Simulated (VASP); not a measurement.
# CoO in VASP: notebook, part 2 of 2

VASP 6.6.1. The steps go on from the part before.

### Step 3. Electric field gradients, PBE, collinear spin, ferromagnetic start (equal xx and yy strain of +1 %)

Contents of INCAR:

```
SYSTEM = CoO
  PREC = Accurate
  ENCUT = 520
  EDIFF = 1E-8
  ISMEAR = -1
  SIGMA = 0.05
  LREAL = .False.
  LASPH = .True.
  NELM = 150
  ALGO = Normal
  ISIF = 2
  LWAVE = .False.
  LCHARG = .False.
  ISPIN = 2
  MAGMOM = 2 0
  LORBIT = 11
  LMAXMIX = 4
  GGA = PE
  LEFG = .True.
  NBANDS = 18
```

Contents of KPOINTS:

```
regular mesh
0
Gamma
  16 16 16
  0 0 0
```

Contents of POSCAR:

```
CoO
1.0
    0.0000000000      2.1528150000      2.1315000000
    2.1528150000      0.0000000000      2.1315000000
    2.1528150000      2.1528150000      0.0000000000
Co O
1 1
Direct
    0.0000000000      0.0000000000      0.0000000000
    0.5000000000      0.5000000000      0.5000000000
```

Potentials or basis: VASP PAW PBE potentials, release 64 (Co, O).

Command:

```
$ cat potpaw_PBE.64/Co/POTCAR potpaw_PBE.64/O/POTCAR > POTCAR
$ mpirun -np 1 vasp_std > vasp.out
```

OUTCAR:

```text
SYSTEM = CoO
   PREC = Accurate
   ENCUT = 520
   EDIFF = 1E-8
   ISMEAR = -1
   LREAL = .False.
   LASPH = .True.
   NELM = 150
   ISIF = 2
   ISPIN = 2
   LORBIT = 11
   GGA = PE

 ion  position               nearest neighbor table
   1  0.000  0.000  0.000-   2 2.13   2 2.13   2 2.15   2 2.15   2 2.15   2 2.15
   2  0.500  0.500  0.500-   1 2.13   1 2.13   1 2.15   1 2.15   1 2.15   1 2.15

  LATTYP: Found a body centered tetragonal cell.
 ALAT       =     3.0445401703
 C/A-ratio  =     1.4002114479

  Lattice vectors:

 A1 = (   0.0000000000,  -2.1528150000,  -2.1315000000)
 A2 = (   0.0000000000,   2.1528150000,  -2.1315000000)
[... 1251 lines left out ...]

 Electric field gradients after diagonalization (V/A^2)
 (convention: |V_zz| > |V_xx| > |V_yy|)
----------------------------------------------------------------------
 ion       V_xx      V_yy      V_zz     asymmetry (V_yy - V_xx)/ V_zz
----------------------------------------------------------------------
   1      -3.663    -3.661     7.324       0.000
   2      -0.701    -0.697     1.399       0.003
----------------------------------------------------------------------

           NMR quadrupolar parameters

 Cq : quadrupolar parameter    Cq=e*Q*V_zz/h
 eta: asymmetry parameters     (V_yy - V_xx)/ V_zz
 Q  : nuclear electric quadrupole moment in mb (millibarn)
----------------------------------------------------------------------
 ion       Cq(MHz)       eta       Q (mb)
----------------------------------------------------------------------
   1       0.018       0.000       1.000
   2       0.003       0.003       1.000
----------------------------------------------------------------------

 total charge

# of ion       s       p       d       tot
------------------------------------------
    1        0.288   0.342   7.126   7.756
    2        1.556   3.414   0.000   4.970
--------------------------------------------------
tot          1.844   3.756   7.126  12.725

 magnetization (x)

# of ion       s       p       d       tot
------------------------------------------
    1        0.020   0.017   2.549   2.587
    2        0.028   0.279   0.000   0.307
--------------------------------------------------
tot          0.048   0.297   2.549   2.894
```

OSZICAR:

```text
N       E                     dE             d eps       ncg     rms          rms(c)
DAV:   1     0.771383058796E+02    0.77138E+02   -0.65611E+03 26064   0.952E+02
DAV:   2    -0.105779961809E+02   -0.87716E+02   -0.75672E+02 26408   0.220E+02
[... 14 lines left out ...]
DAV:  17    -0.130528618559E+02    0.26216E-05   -0.30700E-05 34136   0.707E-02    0.274E-02
DAV:  18    -0.130528622885E+02   -0.43264E-06   -0.13193E-05 36588   0.607E-02    0.482E-03
DAV:  19    -0.130528625047E+02   -0.21616E-06   -0.20037E-06 29576   0.125E-02    0.430E-03
DAV:  20    -0.130528624497E+02    0.54970E-07   -0.16942E-07 37652   0.550E-03    0.201E-03
DAV:  21    -0.130528623248E+02    0.12497E-06   -0.47049E-08 31620   0.311E-03    0.405E-04
DAV:  22    -0.130528623242E+02    0.57389E-09   -0.46332E-09 14314   0.775E-04
   1 F= -.13052862E+02 E0= -.13035397E+02  d E =-.349314E-01  mag=     2.9470
```

Run time: 3.6 min. Hardware: 1 thread of AMD EPYC 9R45 (Zen 5), shared host; peak memory 0.27 GiB.

Results:

* Free energy: -13.0529 eV
* Pressure: -5.4 GPa
* Net moment: 2.95 μB per cell
* Site moments: Co +2.59; O +0.31 μB
* Valence electrons inside the program's atomic spheres: Co 7.76; O 4.97

Levels at points of the mesh, in eV from the Fermi level:
Spin up:
```
           k point  band 5  band 6  band 7  band 8  band 9  band 10  band 11  band 12  band 13  band 14
(0.00, 0.00, 0.00)   -3.08   -3.03   -3.00   -3.00   -2.97     0.90    16.80    17.96    17.96    18.01
(0.50, 0.00, 0.00)   -2.38   -2.34   -1.82    0.02    0.08     5.04     9.15    13.19    13.42    20.19
(0.50, 0.50, 0.00)   -3.80   -2.91   -2.47   -2.12   -2.12     5.74     9.78    11.53    15.43    15.43
(0.50, 0.00, 0.50)   -3.87   -2.94   -2.46   -2.11   -2.05     5.73     9.66    11.63    15.47    15.63
```
Spin down:
```tsv
k point	band 4	band 5	band 6	band 7	band 8	band 9
(0.00, 0.00, 0.00)	-2.42	-1.06	-1.06	-1.03	0.08	0.12
(0.50, 0.00, 0.00)	-4.43	-0.13	-0.10	0.18	2.64	2.67
(0.50, 0.50, 0.00)	-3.68	-2.12	0.13	0.13	0.59	0.95
(0.50, 0.00, 0.50)	-3.61	-2.11	0.10	0.14	0.53	0.98
```

Electric field gradients, principal values (V/Å²):
```
atom   least  middle  greatest (by size)
1 Co  -3.661  -3.663               7.324
 2 O  -0.697  -0.701               1.399
```

Caveat: the cell differs from its parent crystal (equal xx and yy strain of +1 %); without QUAD_EFG the Cq values of the log hold for a quadrupole moment of 1 mb, not for the nuclei; a cell with one magnetic atom can't hold antiferromagnetic order, which such compounds often take; semilocal functionals often make such compounds metallic where correlation or magnetic order opens a gap, which also shifts bond lengths.

### Step 4. Electric field gradients, PBE, collinear spin, ferromagnetic start (equal xy, yz and zx shear strains of +3 %)

Contents of INCAR:

```
SYSTEM = CoO
PREC = Accurate ; ENCUT = 520
EDIFF = 1E-8 ; ISMEAR = -1
SIGMA = 0.05 ; LREAL = .False.
LASPH = .True. ; NELM = 150
ALGO = Normal ; ISIF = 2
LWAVE = .False. ; LCHARG = .False.
ISPIN = 2 ; MAGMOM = 2 0
LORBIT = 11 ; LMAXMIX = 4
GGA = PE ; LEFG = .True.
NBANDS = 18
```

KPOINTS is that of step 3.

Contents of POSCAR:

```
CoO
1.0
    0.0639450000      2.1634725000      2.1634725000
    2.1634725000      0.0639450000      2.1634725000
    2.1634725000      2.1634725000      0.0639450000
Co O
1 1
Direct
    0.0000000000      0.0000000000      0.0000000000
    0.5000000000      0.5000000000      0.5000000000
```

Potentials or basis: VASP PAW PBE potentials, release 64 (Co, O).

Command:

```
$ cat potpaw_PBE.64/Co/POTCAR potpaw_PBE.64/O/POTCAR > POTCAR
$ mpirun -np 1 vasp_std > vasp.out
```

OUTCAR:

```text
SYSTEM = CoO
   PREC = Accurate
   ENCUT = 520
   EDIFF = 1E-8
   ISMEAR = -1
   LREAL = .False.
   LASPH = .True.
   NELM = 150
   ISIF = 2
   ISPIN = 2
   LORBIT = 11
   GGA = PE

 ion  position               nearest neighbor table
   1  0.000  0.000  0.000-   2 2.13   2 2.13   2 2.13   2 2.13   2 2.13   2 2.13
   2  0.500  0.500  0.500-   1 2.13   1 2.13   1 2.13   1 2.13   1 2.13   1 2.13

  LATTYP: Found a trigonal (rhomboedric) cell.
 ALAT       =     3.0602802943
 COS(alpha) =     0.5293254421

  Lattice vectors:

 A1 = (   0.0639450000,   2.1634725000,   2.1634725000)
 A2 = (   2.1634725000,   0.0639450000,   2.1634725000)
 A3 = (   2.1634725000,   2.1634725000,   0.0639450000)

Analysis of symmetry for initial positions (statically):
=====================================================================
 Subroutine PRICEL returns:
 Original cell was already a primitive cell.

 Routine SETGRP: Setting up the symmetry group for a
[... 1228 lines left out ...]
    total drift:                                0.000000     -0.000000     -0.000000

  FREE ENERGIE OF THE ION-ELECTRON SYSTEM (eV)
  ---------------------------------------------------
  free  energy   TOTEN  =       -13.0653600569 eV

  energy  without entropy=      -13.0338347231  energy(sigma->0) =      -13.04959739

 Electric field gradients (V/A^2)
---------------------------------------------------------------------
 ion       V_xx      V_yy      V_zz      V_xy      V_xz      V_yz
---------------------------------------------------------------------
   1      -0.000     0.000    -0.000     9.281     9.281     9.281
   2      -0.000    -0.000     0.000     5.500     5.500     5.500
---------------------------------------------------------------------

 Electric field gradients after diagonalization (V/A^2)
 (convention: |V_zz| > |V_xx| > |V_yy|)
----------------------------------------------------------------------
 ion       V_xx      V_yy      V_zz     asymmetry (V_yy - V_xx)/ V_zz
----------------------------------------------------------------------
   1      -9.281    -9.281    18.562       0.000
   2      -5.500    -5.500    11.001       0.000
----------------------------------------------------------------------

           NMR quadrupolar parameters

 Cq : quadrupolar parameter    Cq=e*Q*V_zz/h
 eta: asymmetry parameters     (V_yy - V_xx)/ V_zz
 Q  : nuclear electric quadrupole moment in mb (millibarn)
----------------------------------------------------------------------
 ion       Cq(MHz)       eta       Q (mb)
----------------------------------------------------------------------
   1       0.045       0.000       1.000
   2       0.027       0.000       1.000
----------------------------------------------------------------------

 total charge

# of ion       s       p       d       tot
------------------------------------------
    1        0.294   0.355   7.141   7.789
    2        1.556   3.422   0.000   4.978
--------------------------------------------------
tot          1.850   3.777   7.141  12.767

 magnetization (x)

# of ion       s       p       d       tot
------------------------------------------
    1        0.020   0.018   2.517   2.555
    2        0.028   0.269   0.000   0.297
--------------------------------------------------
tot          0.049   0.286   2.517   2.852
```

OSZICAR:

```text
N       E                     dE             d eps       ncg     rms          rms(c)
DAV:   1     0.789576231480E+02    0.78958E+02   -0.65618E+03 31150   0.959E+02
DAV:   2    -0.105078539096E+02   -0.89465E+02   -0.77131E+02 31574   0.223E+02
DAV:   3    -0.154224919389E+02   -0.49146E+01   -0.47523E+01 34920   0.556E+01
[... 15 lines left out ...]
DAV:  19    -0.130653599091E+02   -0.72197E-06   -0.18177E-05 44682   0.286E-02    0.528E-03
DAV:  20    -0.130653596093E+02    0.29983E-06   -0.26852E-05 36418   0.369E-02    0.160E-03
DAV:  21    -0.130653599391E+02   -0.32977E-06   -0.40784E-07 33160   0.537E-03    0.807E-04
DAV:  22    -0.130653600192E+02   -0.80168E-07   -0.40062E-07 33854   0.439E-03    0.232E-04
DAV:  23    -0.130653600511E+02   -0.31899E-07   -0.14401E-07 21638   0.249E-03    0.116E-04
DAV:  24    -0.130653600569E+02   -0.57364E-08   -0.64930E-09 19196   0.665E-04
   1 F= -.13065360E+02 E0= -.13049597E+02  d E =-.315253E-01  mag=     2.9028
```

Wall time 2.5 min (1 thread of Intel Xeon 6975P-C (Granite Rapids), shared host); peak memory 0.33 GiB.

What came out:

| Item | Value |
| --- | --- |
| Free energy | -13.0654 eV |
| Pressure | -2.5 GPa |
| Net moment | 2.90 μB per cell |
| Site moments | Co +2.56; O +0.30 μB |
| Valence electrons inside the program's atomic spheres | Co 7.79; O 4.98 |

Stress tensor (GPa, compression positive):
```
-2.49  0.43  0.43
 0.43 -2.49  0.43
 0.43  0.43 -2.49
```

Levels at points of the mesh, in eV from the Fermi level:
Spin up:
| k point | band 7 | band 8 | band 9 | band 10 | band 11 | band 12 |
| --- | --- | --- | --- | --- | --- | --- |
| (0.00, 0.00, 0.00) | -2.98 | -2.93 | -2.93 | 1.01 | 16.82 | 17.34 |
| (0.50, 0.00, 0.00) | -1.72 | 0.10 | 0.15 | 4.99 | 9.50 | 12.98 |
| (0.50, 0.50, 0.00) | -2.42 | -2.14 | -1.99 | 5.87 | 9.80 | 11.72 |
| (0.50, 0.50, 0.50) | -2.02 | 0.06 | 0.06 | 5.36 | 8.85 | 14.11 |
Spin down:
```
           k point  band 2  band 3  band 4  band 5  band 6  band 7  band 8  band 9  band 10  band 11
(0.00, 0.00, 0.00)   -2.75   -2.42   -2.42   -1.18   -1.06   -1.06    0.07    0.07     1.55    16.73
(0.50, 0.00, 0.00)   -7.49   -4.78   -4.51   -0.22   -0.03    0.27    2.66    2.76     5.26    10.29
(0.50, 0.50, 0.00)   -6.34   -3.94   -3.61   -2.21    0.07    0.16    0.56    0.98     6.72    10.25
(0.50, 0.50, 0.50)   -7.65   -4.38   -4.37   -0.24   -0.24    0.14    2.63    2.63     5.66     9.61
```

Electric field gradients, principal values (V/Å²):
| atom | least | middle | greatest (by size) |
| --- | --- | --- | --- |
| 1 Co | -9.281 | -9.281 | 18.562 |
| 2 O | -5.500 | -5.500 | 11.001 |

Caveat: the cell differs from its parent crystal (equal xy, yz and zx shear strains of +3 %); without QUAD_EFG the Cq values of the log hold for a quadrupole moment of 1 mb, not for the nuclei; a cell with one magnetic atom can't hold antiferromagnetic order, which such compounds often take; semilocal functionals often make such compounds metallic where correlation or magnetic order opens a gap, which also shifts bond lengths.

### Step 5. Summary

```csv
cell,gap on the mesh (eV),pressure (GPa),moment (μB)
"a = 3.074 Å, angles 60.0°, 2 atoms",none,-10.9,2.99
"a = 3.030, b = 3.030, c = 3.045 Å, angles 59.8, 59.8, 60.3°, 2 atoms",none,-5.4,2.95
"a = 3.060 Å, angles 58.0°, 2 atoms",none,-2.5,2.90
```

Alike in all rows: task electric field gradients; level PBE; potentials or basis VASP PAW PBE potentials, release 64 (Co, O); spin collinear, ferromagnetic start; k mesh 16 × 16 × 16; cutoff (eV) 520; smearing fermi-dirac 0.05 eV.

Caveats: a cell with one magnetic atom can't hold antiferromagnetic order, which such compounds often take; semilocal functionals often make such compounds metallic where correlation or magnetic order opens a gap, which also shifts bond lengths.

Total energies depend on the potentials used, so only differences within one code and one set of settings carry meaning.
